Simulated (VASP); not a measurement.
# TiC (P6_3/mmc) in VASP: a series of runs, part 2 of 2

VASP 6.6.1. The steps go on from the part before.

## (4) Single point, PBE

This run uses another cell than the first one, of 14.10 Å³/atom, 1.388 times its volume.

INCAR reads:

```
ALGO = Normal
EDIFF = 1E-6
ENCUT = 520
GGA = PE
ISIF = 2
ISMEAR = 0
LASPH = T
LCHARG = F
LREAL = F
LWAVE = F
NBANDS = 24
NELM = 100
PREC = Accurate
SIGMA = 0.1
```

KPOINTS reads:

```
k-points
0
Gamma
  6 6 4
```

POSCAR reads:

```
TiC
1.0
    3.2614892200      0.0000000000      0.0000000000
   -1.6307446100      2.8245325100      0.0000000000
    0.0000000000      0.0000000000      6.1226117500
Ti C
2 2
Direct
    0.6666666700      0.3333333300      0.7500000000
    0.3333333300      0.6666666700      0.2500000000
    0.0000000000      0.0000000000      0.0000000000
    0.0000000000      0.0000000000      0.5000000000
```

Potentials or basis: VASP PAW PBE potentials, release 64 (Ti_sv, C).

On the command line:

```sh
$ cat potpaw_PBE.64/Ti_sv/POTCAR potpaw_PBE.64/C/POTCAR > POTCAR
$ mpirun -np 1 vasp_std > vasp.out
```

OUTCAR:

```text
EDIFF = 1E-6
   ENCUT = 520
   GGA = PE
   ISIF = 2
   ISMEAR = 0
   LASPH = T
   LREAL = F
   NELM = 100
   PREC = Accurate

 ion  position               nearest neighbor table
   1  0.667  0.333  0.750-   3 2.43   4 2.43   3 2.43   4 2.43   3 2.43   4 2.43
   2  0.333  0.667  0.250-   3 2.43   4 2.43   3 2.43   4 2.43   3 2.43   4 2.43
   3  0.000  0.000  0.000-   1 2.43   2 2.43   2 2.43   1 2.43   1 2.43   2 2.43
   4  0.000  0.000  0.500-   1 2.43   2 2.43   2 2.43   1 2.43   1 2.43   2 2.43

  LATTYP: Found a hexagonal cell.
 ALAT       =     3.2614892200
 C/A-ratio  =     1.8772442087

  Lattice vectors:

 A1 = (   3.2614892200,   0.0000000000,   0.0000000000)
 A2 = (  -1.6307446100,   2.8245325100,   0.0000000000)
 A3 = (   0.0000000000,   0.0000000000,   6.1226117500)

Analysis of symmetry for initial positions (statically):
=====================================================================
 Subroutine PRICEL returns:
 Original cell was already a primitive cell.

 Routine SETGRP: Setting up the symmetry group for a
[... 166 lines left out ...]
  free energy    TOTEN  =       -33.49856334 eV

  energy without entropy =      -33.48887845  energy(sigma->0) =      -33.49372090

 E-fermi :   6.1089     XC(G=0): -11.0766

 val. band max:        6.0725967585   @ k =   0.1667   0.1667   0.0000
 cond. band min:       6.1178913742   @ k =   0.0000   0.0000   0.0000
 fundamental gap:      0.0452946157
 Fermi energy:         6.1088737512

 k-point     1 :       0.0000    0.0000    0.0000
  band No.  band energies     occupation
      1     -51.3133      2.00000
      2     -51.3056      2.00000
      3     -27.5203      2.00000
      4     -27.4396      2.00000
      5     -27.4396      2.00000
      6     -27.4334      2.00000
[... 556 lines left out ...]
     23       9.1234      0.00000
     24       9.1234      0.00000

------------------------ aborting loop because EDIFF is reached ----------------------------------------

  FORCE on cell =-STRESS in cart. coord.  units (eV):
  Direction    XX          YY          ZZ          XY          YZ          ZX
  --------------------------------------------------------------------------------------
  -------------------------------------------------------------------------------------
  Total       -9.7991516     -9.7991515    -21.2568692      0.0000000      0.0000000      0.0000000
  in kB     -278.3555038   -278.3555021   -603.8243704      0.0000000      0.0000000      0.0000000
  external PRESSURE =    -386.8451254 kB  Pullay stress =       0.0000000 kB

 VOLUME and BASIS-vectors are now :
 -----------------------------------------------------------------------------
  energy-cutoff  :      520.00
  volume of cell :       56.40
      direct lattice vectors                 reciprocal lattice vectors
     3.261489220  0.000000000  0.000000000     0.306608403  0.177020444  0.000000000
    -1.630744610  2.824532510  0.000000000     0.000000000  0.354040889  0.000000000
     0.000000000  0.000000000  6.122611750     0.000000000  0.000000000  0.163328991

 POSITION                                       TOTAL-FORCE (eV/Angst)
 -----------------------------------------------------------------------------------
      1.63074      0.94151      4.59196        -0.000000      0.000000      0.000000
     -0.00000      1.88302      1.53065         0.000000     -0.000000      0.000000
      0.00000      0.00000      0.00000        -0.000000      0.000000      0.000000
      0.00000      0.00000      3.06131        -0.000000      0.000000      0.000000
 -----------------------------------------------------------------------------------
    total drift:                               -0.000012      0.000007     -0.000000

  FREE ENERGIE OF THE ION-ELECTRON SYSTEM (eV)
  ---------------------------------------------------
  free  energy   TOTEN  =       -33.4985633414 eV

  energy  without entropy=      -33.4888784545  energy(sigma->0) =      -33.49372090
```

OSZICAR:

```text
N       E                     dE             d eps       ncg     rms          rms(c)
DAV:   1     0.343295561170E+03    0.34330E+03   -0.16114E+04  1008   0.152E+03
DAV:   2     0.176451999262E+01   -0.34153E+03   -0.32598E+03  1080   0.452E+02
DAV:   3    -0.432092904638E+02   -0.44974E+02   -0.43247E+02  1712   0.133E+02
[... 12 lines left out ...]
DAV:  16    -0.334987958935E+02   -0.17589E-03   -0.25491E-03  1136   0.312E-01    0.130E-01
DAV:  17    -0.334989740204E+02   -0.17813E-03   -0.31073E-04  1584   0.883E-02    0.188E-01
DAV:  18    -0.334985701037E+02    0.40392E-03   -0.19638E-03  1296   0.215E-01    0.257E-02
DAV:  19    -0.334985766632E+02   -0.65594E-05   -0.43505E-05  1304   0.426E-02    0.335E-02
DAV:  20    -0.334985630035E+02    0.13660E-04   -0.33360E-05  1112   0.274E-02    0.685E-03
DAV:  21    -0.334985633414E+02   -0.33791E-06   -0.23775E-06   864   0.951E-03
   1 F= -.33498563E+02 E0= -.33493721E+02  d E =-.968489E-02
```

stdout:

```text
POSCAR found type information on POSCAR TiC
 POSCAR found :  2 types and       4 ions
 scaLAPACK will be used
 LDA part: xc-table for (Slater+PW92), standard interpolation
 POSCAR, INCAR and KPOINTS ok, starting setup
 FFT: planning ... GRIDC
 FFT: planning ... GRID_SOFT
 FFT: planning ... GRID
 WAVECAR not read
 entering main loop
```

It took 31 s on 1 thread of Intel Xeon Platinum 8259CL at 2.50GHz (Skylake/Cascade Lake), shared host; peak memory 0.17 GiB.

Results:

```
Free energy            : -33.4986 eV
Pressure               : -38.7 GPa
Band gap on the k mesh : zero (band 16 reaches 6.13 eV, above the bottom of band 17 at 6.07 eV)
```

Stress tensor (GPa, compression positive):
```
-27.84   0.00   0.00
  0.00 -27.84   0.00
  0.00   0.00 -60.38
```

Caveat: the k points lie up to 0.37 Å⁻¹ apart.

## (5) Single point, PBE, collinear spin, ferromagnetic start

INCAR reads:

```
ALGO     = Normal         # electronic algorithm
EDIFF    = 1E-6           # SCF threshold, eV
ENCUT    = 520            # plane-wave cutoff, eV
GGA      = PE             # functional
ISIF     = 2              # what is computed and relaxed
ISMEAR   = 0              # smearing method
ISPIN    = 2              # spin polarisation
LASPH    = True           # aspherical terms in the spheres
LCHARG   = False          # write CHGCAR
LMAXMIX  = 4              # l up to which the mixer works
LORBIT   = 11             # projections on sites
LREAL    = False          # projectors in reciprocal space
LWAVE    = False          # write WAVECAR
MAGMOM   = 1 1 0 0        # initial moments
NBANDS   = 28             # bands
NELM     = 150            # most SCF steps
PREC     = Accurate       # precision mode
SIGMA    = 0.1            # smearing width, eV
```

KPOINTS is that of step 4.

POSCAR reads:

```
TiC
1.0
    3.1597824960      0.0000000000      0.0000000000
   -1.5798912480      2.7364519120      0.0000000000
    0.0000000000      0.0000000000      4.6978403662
Ti C
2 2
Direct
    0.6666666667      0.3333333333      0.7500000000
    0.3333333333      0.6666666667      0.2500000000
    0.0000000000      0.0000000000      0.0000000000
    0.0000000000      0.0000000000      0.5000000000
```

On the command line:

```sh
$ cat potpaw_PBE.64/Ti_sv/POTCAR potpaw_PBE.64/C/POTCAR > POTCAR
$ mpirun -np 1 vasp_std > vasp.out
```

It took 42 s on 1 thread of Intel Xeon Platinum 8259CL at 2.50GHz (Skylake/Cascade Lake), shared host; peak memory 0.18 GiB.

Results (log left out):

- Free energy: -36.8482 eV
- Pressure: 0.2 GPa
- Band gap on the k mesh: zero (filled and empty bands overlap)
- Net moment: 0.00 μB per cell
- Valence electrons inside the program's atomic spheres: Ti 10.42; C 2.37

Levels at points of the mesh, in eV from the Fermi level:
Spin up:
```tsv
k point	band 13	band 14	band 15	band 16	band 17	band 18	band 19	band 20
(0.00, 0.00, 0.00)	-3.12	-0.90	-0.90	0.80	0.80	0.89	0.90	0.90
(0.50, 0.00, 0.00)	-3.19	-3.13	-1.60	-1.33	2.41	2.72	2.87	3.09
(0.00, 0.00, 0.50)	-2.58	-2.58	-2.35	-2.35	2.27	2.27	2.27	2.27
(0.50, 0.00, 0.50)	-2.44	-2.44	-2.34	-2.34	1.65	1.65	2.45	2.45
```
Spin down:
| k point | band 12 | band 13 | band 14 | band 15 | band 16 | band 17 | band 18 | band 19 | band 20 | band 21 |
| --- | --- | --- | --- | --- | --- | --- | --- | --- | --- | --- |
| (0.00, 0.00, 0.00) | -3.12 | -3.12 | -0.90 | -0.90 | 0.80 | 0.80 | 0.89 | 0.90 | 0.90 | 3.00 |
| (0.50, 0.00, 0.00) | -4.64 | -3.19 | -3.13 | -1.60 | -1.33 | 2.41 | 2.72 | 2.87 | 3.09 | 3.17 |
| (0.00, 0.00, 0.50) | -2.58 | -2.58 | -2.58 | -2.35 | -2.35 | 2.27 | 2.27 | 2.27 | 2.27 | 3.91 |
| (0.50, 0.00, 0.50) | -4.36 | -2.44 | -2.44 | -2.34 | -2.34 | 1.65 | 1.65 | 2.45 | 2.45 | 3.23 |

Caveat: the k points lie up to 0.38 Å⁻¹ apart.

## (6) Single point, PBE

INCAR reads:

```
SYSTEM = TiC
ALGO     = Normal         ! electronic algorithm
EDIFF    = 1E-6           ! SCF threshold, eV
ENCUT    = 520            ! plane-wave cutoff, eV
GGA      = PE             ! functional
ISIF     = 2              ! what is computed and relaxed
ISMEAR   = 0              ! smearing method
LASPH    = .True.         ! aspherical terms in the spheres
LCHARG   = .False.        ! write CHGCAR
LREAL    = .False.        ! projectors in reciprocal space
LWAVE    = .False.        ! write WAVECAR
NBANDS   = 24             ! bands
NELM     = 100            ! most SCF steps
PREC     = Accurate       ! precision mode
SIGMA    = 0.1            ! smearing width, eV
```

KPOINTS reads:

```
k-points
0
Gamma
  6 6 4
  0 0 0
```

POSCAR is that of step 5.

Potentials or basis: VASP PAW PBE potentials, release 64 (Ti_sv, C).

On the command line:

```sh
$ cat potpaw_PBE.64/Ti_sv/POTCAR potpaw_PBE.64/C/POTCAR > POTCAR
$ mpirun -np 1 vasp_std > vasp.out
```

It took 18 s on 1 thread of Intel Xeon Platinum 8259CL at 2.50GHz (Skylake/Cascade Lake), shared host; peak memory 0.15 GiB.

The run converged. Its results:

* Free energy: -36.8482 eV
* Pressure: 0.3 GPa
* Band gap on the k mesh: zero (band 16 reaches 10.51 eV, above the bottom of band 17 at 9.70 eV)

Levels at points of the mesh, in eV from the Fermi level:
```tsv
k point	band 14	band 15	band 16	band 17	band 18	band 19
(0.00, 0.00, 0.00)	-0.90	-0.90	0.80	0.80	0.89	0.90
(0.50, 0.00, 0.00)	-3.13	-1.60	-1.33	2.41	2.72	2.87
(0.00, 0.00, 0.50)	-2.58	-2.35	-2.35	2.27	2.27	2.27
(0.50, 0.00, 0.50)	-2.44	-2.34	-2.34	1.65	1.65	2.45
```

Caveat: the k points lie up to 0.38 Å⁻¹ apart.

## (7) Overview

```tsv
task	spin	cell	k mesh	cutoff (eV)	gap on the mesh (eV)	pressure (GPa)
single point	off	a = 3.156, b = 3.156, c = 4.711 Å, angles 90.0, 90.0, 120.0°, 4 atoms	18 × 18 × 10	520	none	0.3
relaxation of cell and atoms	off	relaxed from a = 3.160, b = 3.160, c = 4.698 Å, angles 90.0, 90.0, 120.0°, 4 atoms	18 × 18 × 10	600	none	0.1
single point	off	a = 3.261, b = 3.261, c = 6.123 Å, angles 90.0, 90.0, 120.0°, 4 atoms	6 × 6 × 4	520	none	-38.7
single point	collinear, ferromagnetic start	a = 3.160, b = 3.160, c = 4.698 Å, angles 90.0, 90.0, 120.0°, 4 atoms	6 × 6 × 4	520	none	0.2
single point	off	a = 3.160, b = 3.160, c = 4.698 Å, angles 90.0, 90.0, 120.0°, 4 atoms	6 × 6 × 4	520	none	0.3
```

Alike in all rows: level PBE; potentials or basis VASP PAW PBE potentials, release 64 (Ti_sv, C); smearing gaussian 0.1 eV.

Caveats: some runs use coarse meshes.

Absolute energies hang on the potentials; compare differences alone.
